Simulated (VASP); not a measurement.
# Sn3Se (Pm-3m) in VASP: further runs

Aim: see how the results for Sn3Se move with the level of theory and the settings. Levels: PBEsol, PBEsol+D3(BJ). Tasks: relaxation of cell and atoms.

Program: VASP 6.6.1. These are calculated values, not measurements. Logs are shortened: lines on timing, memory, paths and dates and some standing lists are left out, and cuts for length are marked.

## (1) The cell of the first run

Symmetry: Pm-3m, No. 221, cubic system. Conventional cell: a = 4.742 Å, b = 4.742 Å, c = 4.742 Å, α = 90.00°, β = 90.00°, γ = 90.00°. Sn (site symmetry 4/mmm) has 8 Sn at 3.35 Å and 4 Se at 3.35 Å within 4.4 Å. Within 4.4 Å of Se (site symmetry m-3m) lie 12 Sn at 3.35 Å.

## (2) Relaxation of cell and atoms, PBEsol

INCAR reads:

```
PREC = Accurate
ENCUT = 600
EDIFF = 1E-6
ISMEAR = -1
SIGMA = 0.05
LREAL = F
LASPH = T
NELM = 60
ALGO = Normal
ISIF = 3
LWAVE = F
LCHARG = F
GGA = PS
IBRION = 2
NSW = 80
EDIFFG = -0.02
```

KPOINTS reads:

```
regular mesh
0
Gamma
  6 6 6
```

POSCAR reads:

```
Sn3Se
1.0
    4.7418790000      0.0000000000      0.0000000000
    0.0000000000      4.7418790000      0.0000000000
    0.0000000000      0.0000000000      4.7418790000
Sn Se
3 1
Direct
    0.5000000000      0.5000000000      0.0000000000
    0.5000000000      0.0000000000      0.5000000000
    0.0000000000      0.5000000000      0.5000000000
    0.0000000000      0.0000000000      0.0000000000
```

Potentials or basis: VASP PAW PBE potentials, release 64 (Sn_d, Se).

Launch:

```
> cat potpaw_PBE.64/Sn_d/POTCAR potpaw_PBE.64/Se/POTCAR > POTCAR
> mpirun -np 1 vasp_std > vasp.out
```

OUTCAR:

```text
PREC = Accurate
   ENCUT = 600
   EDIFF = 1E-6
   ISMEAR = -1
   LREAL = F
   LASPH = T
   NELM = 60
   ISIF = 3
   GGA = PS
   IBRION = 2
   NSW = 80
   EDIFFG = -0.02

 ion  position               nearest neighbor table
   1  0.500  0.500  0.000-   2 3.35   3 3.35   2 3.35   3 3.35   2 3.35   2 3.35   3 3.35   3 3.35

   2  0.500  0.000  0.500-   1 3.35   3 3.35   1 3.35   1 3.35   3 3.35   1 3.35   3 3.35   3 3.35

   3  0.000  0.500  0.500-   1 3.35   2 3.35   1 3.35   2 3.35   1 3.35   2 3.35   1 3.35   2 3.35

   4  0.000  0.000  0.000-

  LATTYP: Found a simple cubic cell.
 ALAT       =     4.7418790000

  Lattice vectors:

 A1 = (   4.7418790000,   0.0000000000,   0.0000000000)
 A2 = (   0.0000000000,   4.7418790000,   0.0000000000)
 A3 = (   0.0000000000,   0.0000000000,   4.7418790000)

Analysis of symmetry for initial positions (statically):
=====================================================================
 Subroutine PRICEL returns:
 Original cell was already a primitive cell.

 Routine SETGRP: Setting up the symmetry group for a
 simple cubic supercell.

 Subroutine GETGRP returns: Found 48 space group operations
 (whereof 48 operations were pure point group operations)
 out of a pool of 48 trial point group operations.

The static configuration has the point symmetry O_h .

Analysis of symmetry for dynamics (positions and initial velocities):
=====================================================================
 Subroutine PRICEL returns:
 Original cell was already a primitive cell.

 Routine SETGRP: Setting up the symmetry group for a
 simple cubic supercell.

 Subroutine GETGRP returns: Found 48 space group operations
 (whereof 48 operations were pure point group operations)
 out of a pool of 48 trial point group operations.

The dynamic configuration has the point symmetry O_h .

 Subroutine INISYM returns: Found 48 space group operations
 (whereof 48 operations are pure point group operations),
 and found     1 'primitive' translations

----------------------------------------------------------------------------------------

                                     Primitive cell

  volume of cell :     106.6231

  direct lattice vectors                    reciprocal lattice vectors
     4.741879000  0.000000000  0.000000000     0.210886866  0.000000000  0.000000000
     0.000000000  4.741879000  0.000000000     0.000000000  0.210886866  0.000000000
     0.000000000  0.000000000  4.741879000     0.000000000  0.000000000  0.210886866

  length of vectors
     4.741879000  4.741879000  4.741879000     0.210886866  0.210886866  0.210886866

  position of ions in fractional coordinates (direct lattice)
     0.500000000  0.500000000  0.000000000
     0.500000000  0.000000000  0.500000000
     0.000000000  0.500000000  0.500000000
     0.000000000  0.000000000  0.000000000

  ion indices of the primitive-cell ions
   primitive index   ion index
                 1           1
                 2           2
                 3           3
                 4           4

----------------------------------------------------------------------------------------

 KPOINTS: regular mesh

Automatic generation of k-mesh.
 Grid dimensions read from file:
 generate k-points for:    6    6    6

 Generating k-lattice:

  Cartesian coordinates                     Fractional coordinates (reciprocal lattice)
     0.035147811  0.000000000  0.000000000     0.166666667  0.000000000  0.000000000
     0.000000000  0.035147811  0.000000000     0.000000000  0.166666667  0.000000000
     0.000000000  0.000000000  0.035147811     0.000000000  0.000000000  0.166666667

  Length of vectors
     0.035147811  0.035147811  0.035147811

  Shift w.r.t. Gamma in fractional coordinates (k-lattice)
     0.000000000  0.000000000  0.000000000

 Subroutine IBZKPT returns following result:
 ===========================================

 Found     20 irreducible k-points:

 Following reciprocal coordinates:
            Coordinates               Weight
  0.000000  0.000000  0.000000      1.000000
  0.166667  0.000000  0.000000      6.000000
  0.333333  0.000000  0.000000      6.000000
  0.500000  0.000000  0.000000      3.000000
  0.166667  0.166667  0.000000     12.000000
  0.333333  0.166667  0.000000     24.000000
[... 12 lines left out ...]
  0.500000  0.500000  0.333333      6.000000
  0.500000  0.500000  0.500000      1.000000
   k-points           NKPTS =     20   k-points in BZ     NKDIM =     20   number of bands    NBANDS=     28
   number of dos      NEDOS =    301   number of ions     NIONS =      4
   total plane-waves  NPLWV =  64000
   dimension x,y,z NGX =    40 NGY =   40 NGZ =   40
   dimension x,y,z NGXF=    80 NGYF=   80 NGZF=   80
   ions per type =               3   1
   NGX,Y,Z   is equivalent  to a cutoff of  14.02, 14.02, 14.02 a.u.
   NGXF,Y,Z  is equivalent  to a cutoff of  28.05, 28.05, 28.05 a.u.
 SYSTEM =  unknown system
   PREC   = accura    normal or accurate (medium, high low for compatibility)
   ISTART =      0    job   : 0-new  1-cont  2-samecut
   ICHARG =      2    charge: 1-file 2-atom 10-const
   ISPIN  =      1    spin polarized calculation?
   LNONCOLLINEAR =      F non collinear calculations
   LSORBIT =      F    spin-orbit coupling
   LASPH  =      T    aspherical Exc in radial PAW
   ENCUT  =  600.0 eV  44.10 Ry    6.64 a.u.   9.47  9.47  9.47*2*pi/ulx,y,z
   NELM   =     60;   NELMIN=  2; NELMDL= -5     # of ELM steps
   EDIFF  = 0.1E-05   stopping-criterion for ELM
   LREAL  =      F    real-space projection
   EDIFFG = -.2E-01   stopping-criterion for IOM
   NSW    =     80    number of steps for IOM
   IBRION =      2    ionic relax: 0-MD 1-quasi-New 2-CG
   NFREE  =      1    steps in history (QN), initial steepest desc. (CG)
   ISIF   =      3    stress and relaxation
   ISYM   =      2    0-nonsym 1-usesym 2-fastsym
   POTIM  = 0.5000    time-step for ionic-motion
   TEBEG  =    0.0;   TEEND  =   0.0 temperature during run
   PSTRESS=    0.0 pullay stress
   NELECT =      48.0000    total number of electrons
   NUPDOWN=      -1.0000    fix difference up-down
   EMIN   =  10.00;   EMAX   =-10.00  energy-range for DOS
   EFERMI =   0.00;   METHOD = LEGACY
   ISMEAR =    -1;   SIGMA  =   0.05  broadening in eV -4-tet -1-fermi 0-gaus
   EFERMI_NEDOS =   21; number of points for ismear=-14 and -15
   IALGO  =     38    algorithm
   IMIX   =      4    mixing-type and parameters
     AMIX     =   0.40;   BMIX     =  1.00
     AMIX_MAG =   1.60;   BMIX_MAG =  1.00
  volume/ion in A,a.u.               =      26.66       179.88
  Fermi-wavevector in a.u.,A,eV,Ry     =   1.254695  2.371029 21.419096  1.574259
  Thomas-Fermi vector in A             =   2.388487
   LORBIT       =      0    0 simple, 1 ext, 2 COOP (PROOUT), +10 PAW based schemes
   GGA     = PS    functional components
   LHFCALC =     F    Hartree Fock is set to
   AEXX    =    0.0000 exact exchange contribution
   IVDW    =     0    specifies the selected vdW correction
   LEPSILON=     F    determine dielectric tensor
   LRPA    =     F    only Hartree local field effects (RPA)
 conjugate gradient relaxation of ions
 non-spin polarized calculation
  energy-cutoff  :      600.00
  volume of cell :      106.62
 maximum number of plane-waves:      3596
 NGX is ok and might be reduce to    40
   NGX = 19   NGY = 19   NGZ = 19

--------------------------------------- Ionic step        1  -------------------------------------------

 number of electron      48.0000016 magnetization

 Free energy of the ion-electron system (eV)
  ---------------------------------------------------
  ext. energy  EPLUGINS =         0.00000000
  ---------------------------------------------------
  free energy    TOTEN  =       -16.53350593 eV

  energy without entropy =      -16.51306459  energy(sigma->0) =      -16.52328526

------------------------ aborting loop because EDIFF is reached ----------------------------------------

  FORCE on cell =-STRESS in cart. coord.  units (eV):
  Direction    XX          YY          ZZ          XY          YZ          ZX
  --------------------------------------------------------------------------------------
  -------------------------------------------------------------------------------------
  Total       -1.7480369     -1.7480369     -1.7480369     -0.0000000     -0.0000000      0.0000000
  in kB      -26.2669582    -26.2669582    -26.2669582     -0.0000000     -0.0000000      0.0000000
  external PRESSURE =     -26.2669582 kB  Pullay stress =       0.0000000 kB

 VOLUME and BASIS-vectors are now :
 -----------------------------------------------------------------------------
  energy-cutoff  :      600.00
  volume of cell :      106.62
      direct lattice vectors                 reciprocal lattice vectors
     4.741879000  0.000000000  0.000000000     0.210886866  0.000000000  0.000000000
     0.000000000  4.741879000  0.000000000     0.000000000  0.210886866  0.000000000
     0.000000000  0.000000000  4.741879000     0.000000000  0.000000000  0.210886866
[... 39 lines left out ...]
 POSITION                                       TOTAL-FORCE (eV/Angst)
 -----------------------------------------------------------------------------------
      2.32095      2.32095     -0.00000        -0.000000      0.000000      0.000000
      2.32095     -0.00000      2.32095        -0.000000      0.000000      0.000000
     -0.00000      2.32095      2.32095         0.000000      0.000000      0.000000
      0.00000      0.00000      0.00000        -0.000000     -0.000000      0.000000
 -----------------------------------------------------------------------------------
    total drift:                               -0.000000     -0.000000     -0.000000

  FREE ENERGIE OF THE ION-ELECTRON SYSTEM (eV)
  ---------------------------------------------------
  free  energy   TOTEN  =       -16.5793103953 eV

  energy  without entropy=      -16.5577050367  energy(sigma->0) =      -16.56850772

--------------------------------------- Ionic step        3  -------------------------------------------

 number of electron      47.9999981 magnetization

 Free energy of the ion-electron system (eV)
  ---------------------------------------------------
  ext. energy  EPLUGINS =         0.00000000
  ---------------------------------------------------
  free energy    TOTEN  =       -16.58116784 eV

  energy without entropy =      -16.55991062  energy(sigma->0) =      -16.57053923

 E-fermi :   7.6938     XC(G=0): -10.5655

 val. band max:        7.6729328571   @ k =   0.0000   0.0000   0.0000
 cond. band min:       7.6957958671   @ k =   0.1667   0.1667   0.1667
 fundamental gap:      0.0228630100
 Fermi energy:         7.6938018557

 k-point     1 :       0.0000    0.0000    0.0000
  band No.  band energies     occupation
      1     -13.9897      2.00000
      2     -13.9897      2.00000
      3     -13.9897      2.00000
      4     -13.9518      2.00000
      5     -13.9518      2.00000
      6     -13.9360      2.00000
[... 20 lines left out ...]
     27      10.0775      0.00000
[... 610 lines left out ...]
 POSITION                                       TOTAL-FORCE (eV/Angst)
 -----------------------------------------------------------------------------------
      2.32890      2.32890     -0.00000        -0.000000      0.000000      0.000000
      2.32890     -0.00000      2.32890        -0.000000      0.000000      0.000000
     -0.00000      2.32890      2.32890         0.000000      0.000000      0.000000
      0.00000      0.00000      0.00000        -0.000000     -0.000000      0.000000
 -----------------------------------------------------------------------------------
    total drift:                               -0.000000     -0.000000     -0.000000

  FREE ENERGIE OF THE ION-ELECTRON SYSTEM (eV)
  ---------------------------------------------------
  free  energy   TOTEN  =       -16.5811678375 eV

  energy  without entropy=      -16.5599106242  energy(sigma->0) =      -16.57053923

 reached required accuracy - stopping structural energy minimisation
```

Run time: 3.2 min. Hardware: 1 thread of AMD EPYC 7R43 (Zen 3), shared host; peak memory 0.24 GiB.

Results:

```
Free energy                            : -16.5812 eV
Relaxed volume                         : 25.26 Å³/atom
Relaxed cell                           : a = 4.658 Å, b = 4.658 Å, c = 4.658 Å, α = 90.00°, β = 90.00°, γ = 90.00°
Space group after relaxing (to 0.05 Å) : Pm-3m (No. 221)
Energy gained by relaxing              : 11.9 meV/atom
Ionic steps                            : 3
Pressure after relaxing                : 0.0 GPa
Band gap on the k mesh                 : zero (band 24 reaches 9.86 eV, above the bottom of band 25 at 7.38 eV)
```

The path:
```
step  energy change (eV)  largest force (eV/Å)  pressure (GPa)  volume (Å³)
   1              0.0000                0.0000           -2.63       106.62
   2             -0.0458                0.0000            0.57       100.02
   3             -0.0477                0.0000            0.02       101.05
```

Final structure:
```xyz
4
Lattice="4.6578 0.0000 0.0000 0.0000 4.6578 0.0000 0.0000 0.0000 4.6578" Properties=species:S:1:pos:R:3 pbc="T T T"
Sn    2.3289    2.3289    0.0000
Sn    2.3289    0.0000    2.3289
Sn    0.0000    2.3289    2.3289
Se    0.0000    0.0000    0.0000
```

Caveat: the PAW data sets were made with another functional, which shifts forces and pressure a little; spin-orbit coupling is left out, which moves the levels of the heavy elements.

## (3) Relaxation of cell and atoms, PBEsol, target pressure 5 GPa, at which the enthalpy is minimised

INCAR reads:

```
PREC = Accurate
ENCUT = 600
EDIFF = 1E-7
ISMEAR = -1
SIGMA = 0.05
LREAL = F
LASPH = T
NELM = 100
ALGO = Normal
ISIF = 3
LWAVE = F
LCHARG = F
GGA = PS
IBRION = 2
NSW = 80
EDIFFG = -0.02
PSTRESS = 50.0
```

KPOINTS reads:

```
Automatic mesh
0
Gamma
  6 6 6
```

POSCAR is that of step 2.

Potentials or basis: VASP PAW PBE potentials, release 64 (Sn_d, Se).

Launch:

```
> cat potpaw_PBE.64/Sn_d/POTCAR potpaw_PBE.64/Se/POTCAR > POTCAR
> mpirun -np 1 vasp_std > vasp.out
```

Wall time 3 min (1 thread of AMD EPYC 7R43 (Zen 3), shared host); peak memory 0.25 GiB.

It converged, with:

```yaml
Free_energy: -16.4727 eV
Relaxed_volume: 23.37 Å³/atom
Relaxed_cell: a = 4.538 Å, b = 4.538 Å, c = 4.538 Å, α = 90.00°, β = 90.00°, γ = 90.00°
Space_group_after_relaxing_to_0.05_Å: Pm-3m (No. 221)
Energy_change_on_relaxing_the_enthalpy_is_what_falls: +15.2 meV/atom
Ionic_steps: 3
Pressure_after_relaxing: 4.9 GPa
Band_gap_on_the_k_mesh: zero (band 24 reaches 11.08 eV, above the bottom of band 25 at 8.24 eV)
```

The path:
| step | energy change (eV) | largest force (eV/Å) | pressure (GPa) | volume (Å³) |
| --- | --- | --- | --- | --- |
| 1 | 0.0000 | 0.0000 | -2.64 | 106.62 |
| 2 | 0.3025 | 0.0000 | 10.00 | 88.19 |
| 3 | 0.0608 | 0.0000 | 4.91 | 93.48 |

Final structure:
```
CELL_PARAMETERS angstrom
4.53848 0.00000 0.00000
0.00000 4.53848 0.00000
0.00000 0.00000 4.53848
ATOMIC_POSITIONS crystal
Sn 0.50000 0.50000 0.00000
Sn 0.50000 0.00000 0.50000
Sn 0.00000 0.50000 0.50000
Se 0.00000 0.00000 0.00000
```

Levels at points of the mesh, in eV from the Fermi level:
| k point | band 20 | band 21 | band 22 | band 23 | band 24 | band 25 | band 26 | band 27 | band 28 |
| --- | --- | --- | --- | --- | --- | --- | --- | --- | --- |
| (0.00, 0.00, 0.00) | -4.96 | -4.70 | -4.70 | -0.02 | -0.02 | -0.02 | 2.53 | 2.53 | 2.53 |
| (0.50, 0.00, 0.00) | -3.71 | -3.71 | -2.11 | -2.11 | -2.10 | -0.42 | 2.42 | 2.53 | 2.53 |
| (0.50, 0.50, 0.00) | -2.91 | -2.61 | -1.96 | -1.96 | -0.46 | -0.06 | -0.06 | 0.05 | 3.70 |
| (0.50, 0.50, 0.50) | -6.04 | -6.04 | -6.04 | -5.40 | 2.42 | 2.42 | 2.42 | 6.74 | 6.74 |

Caveat: the cell is relaxed towards a set pressure, so the enthalpy falls and the energy may rise; the PAW data sets were made with another functional, which shifts forces and pressure a little; spin-orbit coupling is left out, which moves the levels of the heavy elements.

## (4) Relaxation of cell and atoms, PBEsol, target pressure 10 GPa, at which the enthalpy is minimised

INCAR reads:

```
ALGO = Normal
EDIFF = 1E-6
EDIFFG = -0.02
ENCUT = 600
GGA = PS
IBRION = 2
ISIF = 3
ISMEAR = -1
LASPH = True
LCHARG = False
LREAL = False
LWAVE = False
NELM = 100
NSW = 80
PREC = Accurate
PSTRESS = 100.0
SIGMA = 0.05
```

KPOINTS reads:

```
k-points
0
Gamma
  6 6 6
```

POSCAR is that of step 3.

Launch:

```
> cat potpaw_PBE.64/Sn_d/POTCAR potpaw_PBE.64/Se/POTCAR > POTCAR
> mpirun -np 1 vasp_std > vasp.out
```

It took 3.4 min on 1 thread of AMD EPYC 7R43 (Zen 3), shared host; peak memory 0.25 GiB.

Results (log left out):

```yaml
Free_energy: -16.2301 eV
Relaxed_volume: 22.04 Å³/atom
Relaxed_cell: a = 4.451 Å, b = 4.451 Å, c = 4.451 Å, α = 90.00°, β = 90.00°, γ = 90.00°
Space_group_after_relaxing_to_0.05_Å: Pm-3m (No. 221)
Energy_change_on_relaxing_the_enthalpy_is_what_falls: +75.9 meV/atom
Ionic_steps: 4
Pressure_after_relaxing: 10.0 GPa
Band_gap_on_the_k_mesh: zero (band 24 reaches 12.07 eV, above the bottom of band 25 at 8.87 eV)
```

Step by step:
```csv
step,energy change (eV),largest force (eV/Å),pressure (GPa),volume (Å³)
1,0.0000,0.0000,-2.63,106.62
2,1.4880,0.0000,26.85,77.38
3,0.2826,0.0000,9.64,88.52
4,0.3034,0.0000,10.04,88.18
```

Final structure:
```xyz
4
Lattice="4.4510 0.0000 0.0000 0.0000 4.4510 0.0000 0.0000 0.0000 4.4510" Properties=species:S:1:pos:R:3 pbc="T T T"
Sn    2.2255    2.2255    0.0000
Sn    2.2255    0.0000    2.2255
Sn    0.0000    2.2255    2.2255
Se    0.0000    0.0000    0.0000
```

Levels at points of the mesh, in eV from the Fermi level:
```
           k point  band 21  band 22  band 23  band 24  band 25  band 26  band 27  band 28
(0.00, 0.00, 0.00)    -4.60    -4.60    -0.01    -0.01    -0.01     2.65     2.65     2.65
(0.50, 0.00, 0.00)    -3.92    -2.26    -2.26    -2.19    -0.54     2.71     2.71     2.72
(0.50, 0.50, 0.00)    -2.70    -1.89    -1.89    -0.36    -0.11    -0.11     0.04     3.98
(0.50, 0.50, 0.50)    -6.41    -6.41    -5.73     2.65     2.65     2.65     7.16     7.16
```

Caveat: the cell is relaxed towards a set pressure, so the enthalpy falls and the energy may rise; the volume moved by over 15 % at a fixed basis, so the end points are rough; the PAW data sets were made with another functional, which shifts forces and pressure a little; spin-orbit coupling is left out, which moves the levels of the heavy elements.

(Continued in part 2 of 2.)
